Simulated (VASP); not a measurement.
# ReS (Fm-3m) in VASP: a series of runs

ReS is run at these levels: PBE; tasks: single point.

Program: VASP 6.6.1. These are calculated values, not measurements. Logs are shortened: lines on timing, memory, paths and dates and some standing lists are left out, and cuts for length are marked.

## 1. The cell of the first run

The structure is cubic, space group Fm-3m (No. 225). The conventional cell has a = 4.937 Å, b = 4.937 Å, c = 4.937 Å, α = 90.00°, β = 90.00°, γ = 90.00°. Re (site symmetry m-3m) has 6 S at 2.47 Å within 3.3 Å. S (site symmetry m-3m) has 6 Re at 2.47 Å within 3.3 Å.

## 2. Single point, PBE, collinear spin, ferromagnetic start

INCAR

```
SYSTEM = ReS
ALGO = Normal
EDIFF = 1E-6
ENCUT = 500
GGA = PE
GGA_COMPAT = .False.
ISIF = 2
ISMEAR = 0
ISPIN = 2
LASPH = .True.
LCHARG = .True.
LELF = .True.
LMAXMIX = 4
LORBIT = 11
LREAL = .False.
LVHAR = .True.
LWAVE = .False.
MAGMOM = 3.5 0
NBANDS = 22
NELM = 200
PREC = Accurate
SIGMA = 0.1
```

KPOINTS

```
k-points
0
Gamma
  14 14 14
  0 0 0
```

POSCAR

```
ReS
1.0
    0.0000000000      2.4685794329      2.4685794329
    2.4685794329      0.0000000000      2.4685794329
    2.4685794329      2.4685794329      0.0000000000
Re S
1 1
Direct
    0.0000000000      0.0000000000      0.0000000000
    0.5000000000      0.5000000000      0.5000000000
```

Potentials or basis: VASP PAW PBE potentials, release 64 (Re_sv_GW, S).

Launch:

```
> cat potpaw_PBE.64/Re_sv_GW/POTCAR potpaw_PBE.64/S/POTCAR > POTCAR
> mpirun -np 1 vasp_std > vasp.out
```

OUTCAR:

```text
SYSTEM = ReS
   EDIFF = 1E-6
   ENCUT = 500
   GGA = PE
   ISIF = 2
   ISMEAR = 0
   ISPIN = 2
   LASPH = .True.
   LORBIT = 11
   LREAL = .False.
   NELM = 200
   PREC = Accurate

 ion  position               nearest neighbor table
   1  0.000  0.000  0.000-   2 2.47   2 2.47   2 2.47   2 2.47   2 2.47   2 2.47
   2  0.500  0.500  0.500-   1 2.47   1 2.47   1 2.47   1 2.47   1 2.47   1 2.47

  LATTYP: Found a face centered cubic cell.
 ALAT       =     4.9371588658

  Lattice vectors:

 A1 = (   0.0000000000,   2.4685794329,   2.4685794329)
 A2 = (   2.4685794329,   0.0000000000,   2.4685794329)
 A3 = (   2.4685794329,   2.4685794329,   0.0000000000)

Analysis of symmetry for initial positions (statically):
=====================================================================
 Subroutine PRICEL returns:
 Original cell was already a primitive cell.

 Routine SETGRP: Setting up the symmetry group for a
 face centered cubic supercell.

 Subroutine GETGRP returns: Found 48 space group operations
 (whereof 48 operations were pure point group operations)
 out of a pool of 48 trial point group operations.

The static configuration has the point symmetry O_h .

Analysis of symmetry for dynamics (positions and initial velocities):
=====================================================================
 Subroutine PRICEL returns:
 Original cell was already a primitive cell.

 Routine SETGRP: Setting up the symmetry group for a
 face centered cubic supercell.

 Subroutine GETGRP returns: Found 48 space group operations
 (whereof 48 operations were pure point group operations)
 out of a pool of 48 trial point group operations.

The dynamic configuration has the point symmetry O_h .

Analysis of structural, dynamic, and magnetic symmetry:
=====================================================================
 Subroutine PRICEL returns:
 Original cell was already a primitive cell.

 Routine SETGRP: Setting up the symmetry group for a
 face centered cubic supercell.

 Subroutine GETGRP returns: Found 48 space group operations
 (whereof 48 operations were pure point group operations)
 out of a pool of 48 trial point group operations.

The overall configuration has the point symmetry O_h .

 Subroutine INISYM returns: Found 48 space group operations
 (whereof 48 operations are pure point group operations),
 and found     1 'primitive' translations

----------------------------------------------------------------------------------------

                                     Primitive cell
[... 110 lines left out ...]
     AMIX     =   0.40;   BMIX     =  1.00
     AMIX_MAG =   1.60;   BMIX_MAG =  1.00
  volume/ion in A,a.u.               =      15.04       101.52
  Fermi-wavevector in a.u.,A,eV,Ry     =   1.452192  2.744246 28.692820  2.108863
  Thomas-Fermi vector in A             =   2.569603
   LORBIT       =     11    0 simple, 1 ext, 2 COOP (PROOUT), +10 PAW based schemes
   GGA     = PE    functional components
   LHFCALC =     F    Hartree Fock is set to
   AEXX    =    0.0000 exact exchange contribution
   IVDW    =     0    specifies the selected vdW correction
   LEPSILON=     F    determine dielectric tensor
   LRPA    =     F    only Hartree local field effects (RPA)
 spin polarized calculation
 Gauss-broadening in eV      SIGMA  =   0.10
  energy-cutoff  :      500.00
  volume of cell :       30.09
 maximum number of plane-waves:       778
 NGX is ok and might be reduce to    28
   NGX = 13   NGY = 13   NGZ = 13

 number of electron      20.9999997 magnetization       1.0022337

 Free energy of the ion-electron system (eV)
  ---------------------------------------------------
  ext. energy  EPLUGINS =         0.00000000
  ---------------------------------------------------
  free energy    TOTEN  =       -16.15010401 eV

  energy without entropy =      -16.13660481  energy(sigma->0) =      -16.14335441

 E-fermi :  11.5372     XC(G=0): -12.6198

 val. band max:       11.5350225203   @ k =  -0.2143   0.2857   0.0714
 cond. band min:      11.5404227313   @ k =   0.1429   0.1429   0.0000
 fundamental gap:      0.0054002110
 Fermi energy:        11.5371646049

 spin component 1

 k-point     1 :       0.0000    0.0000    0.0000
  band No.  band energies     occupation
      1     -68.9040      1.00000
      2     -30.8436      1.00000
      3     -30.8436      1.00000
      4     -30.8436      1.00000
      5      -5.4019      1.00000
      6       8.4653      1.00000
[... 589 lines left out ...]
     21      29.9523      0.00000
     22      31.8667      0.00000

 [... further k-points ...]

 spin component 2

 k-point     1 :       0.0000    0.0000    0.0000
  band No.  band energies     occupation
      1     -68.4961      1.00000
      2     -30.3054      1.00000
      3     -30.3054      1.00000
      4     -30.3054      1.00000
      5      -5.3105      1.00000
      6       8.5062      1.00000
[... 589 lines left out ...]
     21      30.2310      0.00000
     22      32.1703      0.00000

 [... further k-points ...]
[... 5 lines left out ...]
  --------------------------------------------------------------------------------------
  -------------------------------------------------------------------------------------
  Total       -0.1976047     -0.1976047     -0.1976047      0.0000000      0.0000000     -0.0000000
  in kB      -10.5229251    -10.5229251    -10.5229251      0.0000000      0.0000000     -0.0000000
  external PRESSURE =     -10.5229251 kB  Pullay stress =       0.0000000 kB

 VOLUME and BASIS-vectors are now :
 -----------------------------------------------------------------------------
  energy-cutoff  :      500.00
  volume of cell :       30.09
      direct lattice vectors                 reciprocal lattice vectors
     0.000000000  2.468579433  2.468579433    -0.202545640  0.202545640  0.202545640
     2.468579433  0.000000000  2.468579433     0.202545640 -0.202545640  0.202545640
     2.468579433  2.468579433  0.000000000     0.202545640  0.202545640 -0.202545640

 POSITION                                       TOTAL-FORCE (eV/Angst)
 -----------------------------------------------------------------------------------
      0.00000      0.00000      0.00000        -0.000000      0.000000     -0.000000
      2.46858      2.46858      2.46858         0.000000     -0.000000      0.000000
 -----------------------------------------------------------------------------------
    total drift:                               -0.000000      0.000000      0.000000

  FREE ENERGIE OF THE ION-ELECTRON SYSTEM (eV)
  ---------------------------------------------------
  free  energy   TOTEN  =       -16.1501040098 eV

  energy  without entropy=      -16.1366048112  energy(sigma->0) =      -16.14335441

 total charge

# of ion       s       p       d       f       tot
--------------------------------------------------
    1        3.548   6.002   4.274   0.063  13.887
    2        1.305   2.350   0.000   0.000   3.656
--------------------------------------------------
tot          4.854   8.353   4.274   0.063  17.543

 magnetization (x)

# of ion       s       p       d       f       tot
--------------------------------------------------
    1        0.130   0.003   0.790   0.002   0.924
    2        0.003   0.004   0.000   0.000   0.007
--------------------------------------------------
tot          0.133   0.007   0.790   0.002   0.932
```

stdout:

```text
POSCAR found type information on POSCAR ReS
 POSCAR found :  2 types and       2 ions
 scaLAPACK will be used
 LDA part: xc-table for (Slater+PW92), standard interpolation
 POSCAR, INCAR and KPOINTS ok, starting setup
 FFT: planning ... GRIDC
 FFT: planning ... GRID_SOFT
 FFT: planning ... GRID
 WAVECAR not read
 entering main loop
```

Wall time 3.2 min (1 thread of Intel Xeon Platinum 8259CL at 2.50GHz (Skylake/Cascade Lake), shared host); peak memory 0.25 GiB.

What came out:

- Free energy: -16.1501 eV
- Pressure: -1.1 GPa
- Band gap on the k mesh: zero (filled and empty bands overlap)
- Net moment: 1.00 μB per cell
- Site moments: Re +0.92; S +0.01 μB
- Valence electrons inside the program's atomic spheres: Re 13.89; S 3.66

Caveat: spin-orbit coupling is left out, which moves the levels of the heavy elements.

## 3. Single point, PBE, collinear spin, ferromagnetic start

This run uses another cell than the first one, of 14.32 Å³/atom, 0.952 times its volume.

INCAR

```
PREC = Accurate
ENCUT = 500
EDIFF = 1E-6
ISMEAR = 0
SIGMA = 0.1
LREAL = F
LASPH = T
NELM = 200
ALGO = Normal
ISIF = 2
LWAVE = F
LCHARG = F
ISPIN = 2
MAGMOM = 3.5 0
LORBIT = 11
LMAXMIX = 4
GGA = PE
NBANDS = 22
GGA_COMPAT = F
```

KPOINTS

```
Automatic mesh
0
Gamma
  14 14 14
```

POSCAR

```
ReS
1.0
    0.0000000000      2.4284299179      2.4284299179
    2.4284299179      0.0000000000      2.4284299179
    2.4284299179      2.4284299179      0.0000000000
Re S
1 1
Direct
    0.0000000000      0.0000000000      0.0000000000
    0.5000000000      0.5000000000      0.5000000000
```

Potentials or basis: VASP PAW PBE potentials, release 64 (Re_sv_GW, S).

Launch:

```
> cat potpaw_PBE.64/Re_sv_GW/POTCAR potpaw_PBE.64/S/POTCAR > POTCAR
> mpirun -np 1 vasp_std > vasp.out
```

It took 8.6 min on 1 thread of AMD EPYC 7R43 (Zen 3), shared host; peak memory 0.24 GiB.

Results (log left out):

| Item | Value |
| --- | --- |
| Free energy | -16.1119 eV |
| Pressure | 7.7 GPa |
| Net moment | -0.01 μB per cell |
| Valence electrons inside the program's atomic spheres | Re 13.93; S 3.68 |

Levels at points of the mesh, in eV from the Fermi level:
Spin up:
```csv
k point,band 6,band 7,band 8,band 9,band 10,band 11,band 12,band 13,band 14,band 15
"(0.00, 0.00, 0.00)",-3.13,-3.13,-3.13,-3.05,-3.05,-3.05,-2.62,-2.62,2.83,8.75
"(0.50, 0.00, 0.00)",-9.87,-7.02,-7.02,-0.31,-0.31,0.31,2.30,5.62,5.62,6.00
"(0.50, 0.50, 0.00)",-7.40,-5.08,-4.71,-4.71,-1.45,0.45,0.53,0.53,2.83,10.99
```
Spin down:
| k point | band 6 | band 7 | band 8 | band 9 | band 10 | band 11 | band 12 | band 13 | band 14 | band 15 |
| --- | --- | --- | --- | --- | --- | --- | --- | --- | --- | --- |
| (0.00, 0.00, 0.00) | -3.13 | -3.13 | -3.13 | -3.06 | -3.06 | -3.06 | -2.62 | -2.62 | 2.83 | 8.75 |
| (0.50, 0.00, 0.00) | -9.87 | -7.03 | -7.03 | -0.31 | -0.31 | 0.30 | 2.30 | 5.62 | 5.62 | 6.00 |
| (0.50, 0.50, 0.00) | -7.40 | -5.08 | -4.71 | -4.71 | -1.45 | 0.44 | 0.52 | 0.52 | 2.82 | 10.99 |

Caveat: spin-orbit coupling is left out, which moves the levels of the heavy elements.

## 4. Single point, PBE, collinear spin, ferromagnetic start

This run uses another cell than the first one, of 14.92 Å³/atom, 0.992 times its volume.

INCAR

```
  PREC = Accurate
  ENCUT = 500
  EDIFF = 1E-6
  ISMEAR = 0
  SIGMA = 0.1
  LREAL = False
  LASPH = True
  NELM = 200
  ALGO = Normal
  ISIF = 2
  LWAVE = False
  LCHARG = True
  ISPIN = 2
  MAGMOM = 3.5 0
  LORBIT = 11
  LMAXMIX = 4
  GGA = PE
  LELF = True
  LVHAR = True
  NBANDS = 22
  GGA_COMPAT = False
```

KPOINTS is that of step 3.

POSCAR

```
ReS
1.0
    0.0000000000      2.4617002155      2.4617002155
    2.4617002155      0.0000000000      2.4617002155
    2.4617002155      2.4617002155      0.0000000000
Re S
1 1
Direct
    0.0000000000      0.0000000000      0.0000000000
    0.5000000000      0.5000000000      0.5000000000
```

Launch:

```
> cat potpaw_PBE.64/Re_sv_GW/POTCAR potpaw_PBE.64/S/POTCAR > POTCAR
> mpirun -np 1 vasp_std > vasp.out
```

Wall time 99 s (1 thread of Intel Xeon 6975P-C (Granite Rapids), shared host); peak memory 0.25 GiB.

Results (log left out):

| Quantity | Value |
| --- | --- |
| Free energy | -16.1488 eV |
| Pressure | 0.2 GPa |
| Net moment | 0.90 μB per cell |
| Site moments | Re +0.84; S +0.01 μB |
| Valence electrons inside the program's atomic spheres | Re 13.90; S 3.66 |

Levels at points of the mesh, in eV from the Fermi level:
Spin up:
| k point | band 8 | band 9 | band 10 | band 11 | band 12 | band 13 | band 14 | band 15 |
| --- | --- | --- | --- | --- | --- | --- | --- | --- |
| (0.00, 0.00, 0.00) | -3.08 | -3.08 | -3.08 | -3.08 | -2.60 | -2.60 | 2.35 | 8.78 |
| (0.50, 0.00, 0.00) | -6.83 | -0.57 | -0.57 | 0.00 | 2.30 | 5.16 | 5.16 | 5.92 |
| (0.50, 0.50, 0.00) | -4.62 | -4.62 | -1.51 | 0.18 | 0.18 | 0.23 | 2.36 | 10.63 |
Spin down:
```
           k point  band 7  band 8  band 9  band 10  band 11  band 12  band 13  band 14
(0.00, 0.00, 0.00)   -3.04   -3.04   -2.53    -2.53    -2.53    -2.22    -2.22     2.60
(0.50, 0.00, 0.00)   -6.63   -6.63    0.09     0.09     0.62     2.44     5.44     5.44
(0.50, 0.50, 0.00)   -4.56   -4.56   -4.49    -1.11     0.62     0.90     0.90     2.73
```

Caveat: spin-orbit coupling is left out, which moves the levels of the heavy elements.

## 5. Summary

```tsv
cell	gap on the mesh (eV)	pressure (GPa)	moment (μB)
a = 3.491 Å, angles 60.0°, 2 atoms	none	-1.1	1.00
a = 3.434 Å, angles 60.0°, 2 atoms	none	7.7	0.01
a = 3.481 Å, angles 60.0°, 2 atoms	none	0.2	0.90
```

Alike in all rows: task single point; level PBE; potentials or basis VASP PAW PBE potentials, release 64 (Re_sv_GW, S); spin collinear, ferromagnetic start; k mesh 14 × 14 × 14; cutoff (eV) 500; smearing gaussian 0.1 eV.

Caveats: spin-orbit coupling is left out, which moves the levels of the heavy elements.

Total energies depend on the potentials used, so only differences within one code and one set of settings carry meaning.
